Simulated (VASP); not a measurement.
# Ta in VASP: single point with PBE+D3(BJ)

Aim: the single point of Ta with PBE+D3(BJ).

Program: VASP 6.6.1. These are calculated values, not measurements. Logs are shortened: lines on timing, memory, paths and dates and some standing lists are left out, and cuts for length are marked.

### 1 The cell of the first run

The cell holds a slab with vacuum, 16 atoms: a = 6.570 Å, b = 6.570 Å, c = 20.927 Å, α = 90.00°, β = 90.00°, γ = 90.00°.

### 2 Single point, PBE+D3(BJ)

The input, INCAR:

```
SYSTEM = Ta
ALGO = Normal ; DIPOL = 0.5 0.5 0.499
EDIFF = 1E-7 ; ENCUT = 520
GGA = PE ; IDIPOL = 3
ISIF = 2 ; ISMEAR = 0
IVDW = 12 ; LASPH = .TRUE.
LCHARG = .TRUE. ; LDIPOL = .TRUE.
LELF = .TRUE. ; LREAL = Auto
LVACPOTAV = .TRUE. ; LVHAR = .TRUE.
LWAVE = .FALSE. ; NBANDS = 102
NELM = 100 ; PREC = Accurate
SIGMA = 0.1
```

The input, KPOINTS:

```
k-points
0
G
  3 3 1
  0 0 0
```

The input, POSCAR:

```
Ta
1.0
    6.5698933884      0.0000000000      0.0000000000
    0.0000000000      6.5698933884      0.0000000000
    0.0000000000      0.0000000000     20.9274200413
Ta
16
Direct
    0.2500000000      0.7500000000      0.3822735905
    0.2500000000      0.2500000000      0.3822735905
    0.7500000000      0.7500000000      0.3822735905
    0.7500000000      0.2500000000      0.3822735905
    0.5000000000      0.5000000000      0.4607578635
    0.5000000000      0.0000000000      0.4607578635
    0.0000000000      0.5000000000      0.4607578635
    0.0000000000      0.0000000000      0.4607578635
    0.7500000000      0.2500000000      0.5391308293
    0.7500000000      0.7500000000      0.5391308293
    0.2500000000      0.2500000000      0.5391308293
    0.2500000000      0.7500000000      0.5391308293
    0.0000000000      0.0000000000      0.6125583823
    0.0000000000      0.5000000000      0.6125583823
    0.5000000000      0.0000000000      0.6125583823
    0.5000000000      0.5000000000      0.6125583823
```

Potentials or basis: VASP PAW PBE potentials, release 64 (Ta_pv).

The run is started by

```bash
$ cat potpaw_PBE.64/Ta_pv/POTCAR > POTCAR
$ mpirun -np 1 vasp_std > vasp.out
```

OUTCAR:

```text
SYSTEM = Ta
   EDIFF = 1E-7
   ENCUT = 520
   GGA = PE
   ISIF = 2
   ISMEAR = 0
   IVDW = 12
   LASPH = .TRUE.
   LREAL = Auto
   NELM = 100
   PREC = Accurate
 IVDW          = 12

 ion  position               nearest neighbor table
   1  0.250  0.750  0.382-   5 2.84   6 2.84   7 2.84   8 2.84  12 3.28   3 3.28   2 3.28   2 3.28
                             3 3.28
   2  0.250  0.250  0.382-   5 2.84   6 2.84   7 2.84   8 2.84  11 3.28   4 3.28   1 3.28   1 3.28
                             4 3.28
   3  0.750  0.750  0.382-   5 2.84   6 2.84   7 2.84   8 2.84  10 3.28   4 3.28   1 3.28   4 3.28
                             1 3.28
   4  0.750  0.250  0.382-   5 2.84   6 2.84   7 2.84   8 2.84   9 3.28   3 3.28   2 3.28   3 3.28
                             2 3.28
   5  0.500  0.500  0.461-   9 2.84  10 2.84  11 2.84  12 2.84   1 2.84   2 2.84   3 2.84   4 2.84
                            16 3.18   7 3.28   6 3.28   6 3.28   7 3.28
   6  0.500  0.000  0.461-   9 2.84  10 2.84  11 2.84  12 2.84   1 2.84   2 2.84   3 2.84   4 2.84
                            15 3.18   8 3.28   5 3.28   5 3.28   8 3.28
   7  0.000  0.500  0.461-   9 2.84  10 2.84  11 2.84  12 2.84   1 2.84   2 2.84   3 2.84   4 2.84
                            14 3.18   8 3.28   5 3.28   8 3.28   5 3.28
   8  0.000  0.000  0.461-   9 2.84  10 2.84  11 2.84  12 2.84   1 2.84   2 2.84   3 2.84   4 2.84
                            13 3.18   7 3.28   6 3.28   7 3.28   6 3.28
   9  0.750  0.250  0.539-  13 2.79  14 2.79  15 2.79  16 2.79   5 2.84   6 2.84   7 2.84   8 2.84
                             4 3.28  10 3.28  11 3.28  10 3.28  11 3.28
  10  0.750  0.750  0.539-  13 2.79  14 2.79  15 2.79  16 2.79   5 2.84   6 2.84   7 2.84   8 2.84
                             3 3.28   9 3.28  12 3.28   9 3.28  12 3.28
  11  0.250  0.250  0.539-  13 2.79  14 2.79  15 2.79  16 2.79   5 2.84   6 2.84   7 2.84   8 2.84
                             2 3.28   9 3.28  12 3.28  12 3.28   9 3.28
[... 15 lines left out ...]
  Lattice vectors:

 A1 = (   6.5698933884,   0.0000000000,   0.0000000000)
 A2 = (   0.0000000000,   6.5698933884,   0.0000000000)
 A3 = (   0.0000000000,   0.0000000000,  20.9274200413)

Analysis of symmetry for initial positions (statically):
=====================================================================
 Subroutine PRICEL returns following result:

  LATTYP: Found a simple tetragonal cell.
 ALAT       =     3.2849466942
 C/A-ratio  =     6.3707030858

  Lattice vectors:

 A1 = (   3.2849466942,   0.0000000000,   0.0000000000)
 A2 = (   0.0000000000,   3.2849466942,   0.0000000000)
 A3 = (   0.0000000000,   0.0000000000,  20.9274200413)

   4 primitive cells build up your supercell.

 Routine SETGRP: Setting up the symmetry group for a
 simple tetragonal supercell.

 Subroutine GETGRP returns: Found  8 space group operations
 (whereof  8 operations were pure point group operations)
 out of a pool of 16 trial point group operations.

The static configuration has the point symmetry C_4v.

Analysis of symmetry for dynamics (positions and initial velocities):
=====================================================================
 Subroutine PRICEL returns following result:

  LATTYP: Found a simple tetragonal cell.
 ALAT       =     3.2849466942
 C/A-ratio  =     6.3707030858

  Lattice vectors:

 A1 = (   3.2849466942,   0.0000000000,   0.0000000000)
 A2 = (   0.0000000000,   3.2849466942,   0.0000000000)
 A3 = (   0.0000000000,   0.0000000000,  20.9274200413)

   4 primitive cells build up your supercell.

 Routine SETGRP: Setting up the symmetry group for a
 simple tetragonal supercell.

 Subroutine GETGRP returns: Found  8 space group operations
 (whereof  8 operations were pure point group operations)
 out of a pool of 16 trial point group operations.

The dynamic configuration has the point symmetry C_4v.

 Subroutine INISYM returns: Found  8 space group operations
 (whereof  8 operations are pure point group operations),
 and found     4 'primitive' translations

----------------------------------------------------------------------------------------

                                     Primitive cell

  volume of cell :     225.8252

  direct lattice vectors                    reciprocal lattice vectors
     3.284946694  0.000000000  0.000000000     0.304418943  0.000000000  0.000000000
     0.000000000  3.284946694  0.000000000     0.000000000  0.304418943  0.000000000
     0.000000000  0.000000000 20.927420041     0.000000000  0.000000000  0.047784199

  length of vectors
     3.284946694  3.284946694 20.927420041     0.304418943  0.304418943  0.047784199

  position of ions in fractional coordinates (direct lattice)
     0.500000000  0.500000000  0.382273590
     0.000000000  0.000000000  0.460757863
     0.500000000  0.500000000  0.539130829
     0.000000000  0.000000000  0.612558382

  ion indices of the primitive-cell ions
   primitive index   ion index
                 1           1
                 2           5
                 3          12
                 4          13

----------------------------------------------------------------------------------------

 KPOINTS: k-points

Automatic generation of k-mesh.
 Grid dimensions read from file:
 generate k-points for:    3    3    1

 Generating k-lattice:

  Cartesian coordinates                     Fractional coordinates (reciprocal lattice)
     0.050736490  0.000000000  0.000000000     0.333333333  0.000000000  0.000000000
     0.000000000  0.050736490  0.000000000     0.000000000  0.333333333  0.000000000
     0.000000000  0.000000000  0.047784199     0.000000000  0.000000000  1.000000000

  Length of vectors
     0.050736490  0.050736490  0.047784199

  Shift w.r.t. Gamma in fractional coordinates (k-lattice)
     0.000000000  0.000000000  0.000000000

 Subroutine IBZKPT returns following result:
 ===========================================

 Found      3 irreducible k-points:

 Following reciprocal coordinates:
            Coordinates               Weight
  0.000000  0.000000  0.000000      1.000000
  0.333333  0.000000  0.000000      4.000000
  0.333333  0.333333  0.000000      4.000000
   k-points           NKPTS =      3   k-points in BZ     NKDIM =      3   number of bands    NBANDS=    102
   number of dos      NEDOS =    301   number of ions     NIONS =     16
   total plane-waves  NPLWV = 400000
   dimension x,y,z NGX =    50 NGY =   50 NGZ =  160
   dimension x,y,z NGXF=   100 NGYF=  100 NGZF=  320
   ions per type =              16
   NGX,Y,Z   is equivalent  to a cutoff of  12.65, 12.65, 12.71 a.u.
   NGXF,Y,Z  is equivalent  to a cutoff of  25.30, 25.30, 25.42 a.u.
 SYSTEM =  Ta
   PREC   = accura    normal or accurate (medium, high low for compatibility)
   ISTART =      0    job   : 0-new  1-cont  2-samecut
   ICHARG =      2    charge: 1-file 2-atom 10-const
   ISPIN  =      1    spin polarized calculation?
   LNONCOLLINEAR =      F non collinear calculations
   LSORBIT =      F    spin-orbit coupling
   LASPH  =      T    aspherical Exc in radial PAW
   ENCUT  =  520.0 eV  38.22 Ry    6.18 a.u.  12.22 12.22 38.91*2*pi/ulx,y,z
   NELM   =    100;   NELMIN=  2; NELMDL= -5     # of ELM steps
   EDIFF  = 0.1E-06   stopping-criterion for ELM
   LREAL  =      T    real-space projection
   EDIFFG = 0.1E-05   stopping-criterion for IOM
   NSW    =      0    number of steps for IOM
   IBRION =     -1    ionic relax: 0-MD 1-quasi-New 2-CG
   NFREE  =      0    steps in history (QN), initial steepest desc. (CG)
   ISIF   =      2    stress and relaxation
   ISYM   =      2    0-nonsym 1-usesym 2-fastsym
   POTIM  = 0.5000    time-step for ionic-motion
   TEBEG  =    0.0;   TEEND  =   0.0 temperature during run
   PSTRESS=    0.0 pullay stress
   NELECT =     176.0000    total number of electrons
   NUPDOWN=      -1.0000    fix difference up-down
   EMIN   =  10.00;   EMAX   =-10.00  energy-range for DOS
   EFERMI =   0.00;   METHOD = LEGACY
   ISMEAR =     0;   SIGMA  =   0.10  broadening in eV -4-tet -1-fermi 0-gaus
   EFERMI_NEDOS =   21; number of points for ismear=-14 and -15
   IALGO  =     38    algorithm
   IMIX   =      4    mixing-type and parameters
     AMIX     =   0.40;   BMIX     =  1.00
     AMIX_MAG =   1.60;   BMIX_MAG =  1.00
  volume/ion in A,a.u.               =      56.46       380.99
  Fermi-wavevector in a.u.,A,eV,Ry     =   0.949077  1.793496 12.255418  0.900748
  Thomas-Fermi vector in A             =   2.077326
   LORBIT       =      0    0 simple, 1 ext, 2 COOP (PROOUT), +10 PAW based schemes
   GGA     = PE    functional components
   LHFCALC =     F    Hartree Fock is set to
   AEXX    =    0.0000 exact exchange contribution
   IVDW    =    12    specifies the selected vdW correction
   LEPSILON=     F    determine dielectric tensor
   LRPA    =     F    only Hartree local field effects (RPA)
 non-spin polarized calculation
 Gauss-broadening in eV      SIGMA  =   0.10
  energy-cutoff  :      520.00
  volume of cell :      903.30
 maximum number of plane-waves:     24341
 NGX is ok and might be reduce to    50
   NGX = 25   NGY = 25   NGZ = 77

 dipolmoment           0.000000      0.000000      0.000913 electrons x Angstroem

 number of electron     175.9999979 magnetization

 dipolmoment           0.000000      0.000000     -0.017755 electrons x Angstroem

 Free energy of the ion-electron system (eV)
  ---------------------------------------------------
  ext. energy  EPLUGINS =         0.00000000
  ---------------------------------------------------
  free energy    TOTEN  =      -174.01671882 eV

  energy without entropy =     -173.89691017  energy(sigma->0) =     -173.95681449

 E-fermi :  -0.6141     XC(G=0):  -5.1663

 val. band max:       -0.6380700271   @ k =   0.0000   0.0000   0.0000
 cond. band min:      -0.5778423785   @ k =   0.3333   0.3333   0.0000
 fundamental gap:      0.0602276487
 Fermi energy:        -0.6141061378

 k-point     1 :       0.0000    0.0000    0.0000
  band No.  band energies     occupation
      1     -35.6318      2.00000
      2     -35.6318      2.00000
      3     -35.6199      2.00000
      4     -35.6199      2.00000
      5     -35.6038      2.00000
      6     -35.6038      2.00000
[... 298 lines left out ...]
     99      -0.1410      0.00000
    100       0.0808      0.00000
 [bands above 100 left out]

------------------------ aborting loop because EDIFF is reached ----------------------------------------

 Edisp (eV)   -6.54001

 E8    (eV) :    -3.5778

  FORCE on cell =-STRESS in cart. coord.  units (eV):
  Direction    XX          YY          ZZ          XY          YZ          ZX
  --------------------------------------------------------------------------------------
  -------------------------------------------------------------------------------------
  Total     -18.78556   -18.78556    -3.68532     0.00000     0.00000     0.00000
  in kB     -33.31980   -33.31980    -6.53663     0.00000     0.00000     0.00000
  external pressure =      -24.39 kB  Pullay stress =        0.00 kB

 VOLUME and BASIS-vectors are now :
 -----------------------------------------------------------------------------
  energy-cutoff  :      520.00
  volume of cell :      903.30
      direct lattice vectors                 reciprocal lattice vectors
     6.569893388  0.000000000  0.000000000     0.152209471  0.000000000  0.000000000
     0.000000000  6.569893388  0.000000000     0.000000000  0.152209471  0.000000000
     0.000000000  0.000000000 20.927420041     0.000000000  0.000000000  0.047784199

 POSITION                                       TOTAL-FORCE (eV/Angst)
 -----------------------------------------------------------------------------------
      1.64247      4.92742      8.00000         0.000000      0.000000      0.552102
      1.64247      1.64247      8.00000        -0.000000     -0.000000      0.552102
      4.92742      4.92742      8.00000         0.000000      0.000000      0.552102
      4.92742      1.64247      8.00000         0.000000     -0.000000      0.552102
      3.28495      3.28495      9.64247         0.000000     -0.000000     -0.563800
      3.28495      0.00000      9.64247         0.000000     -0.000000     -0.563800
[... 8 lines left out ...]
      3.28495      0.00000     12.81927        -0.000000     -0.000000      0.005381
      3.28495      3.28495     12.81927        -0.000000      0.000000      0.005381
 -----------------------------------------------------------------------------------
    total drift:                                0.000000      0.000000     -0.004050

  FREE ENERGIE OF THE ION-ELECTRON SYSTEM (eV)
  ---------------------------------------------------
  free  energy   TOTEN  =      -180.5567284538 eV

  energy  without entropy=     -180.4369198056  energy(sigma->0) =     -180.49682413

 vacuum level on the upper side and lower side of the slab         3.305         3.379
```

Wall time 10 min (1 thread of Intel Xeon Platinum 8559C (Emerald Rapids), shared host); peak memory 0.83 GiB.

What came out:

```yaml
Free_energy: -180.5567 eV
Largest_force: 0.564 eV/Å
Band_gap_on_the_k_mesh: zero (band 88 reaches -0.49 eV, above the bottom of band 89 at -0.64 eV)
Dispersion_energy_per_atom: -0.409 eV
```

Forces in eV/Å, atoms in the order of the input:
```
Ta   0.000  0.000  0.552
Ta   0.000  0.000  0.552
Ta   0.000  0.000  0.552
Ta   0.000  0.000  0.552
Ta   0.000  0.000 -0.564
Ta   0.000  0.000 -0.564
Ta   0.000  0.000 -0.564
Ta   0.000  0.000 -0.564
Ta   0.000  0.000  0.006
Ta   0.000  0.000  0.006
Ta   0.000  0.000  0.006
Ta   0.000  0.000  0.006
Ta   0.000  0.000  0.005
Ta   0.000  0.000  0.005
Ta   0.000  0.000  0.005
Ta   0.000  0.000  0.005
```

Caveat: spin-orbit coupling is left out, which moves the levels of the heavy elements.
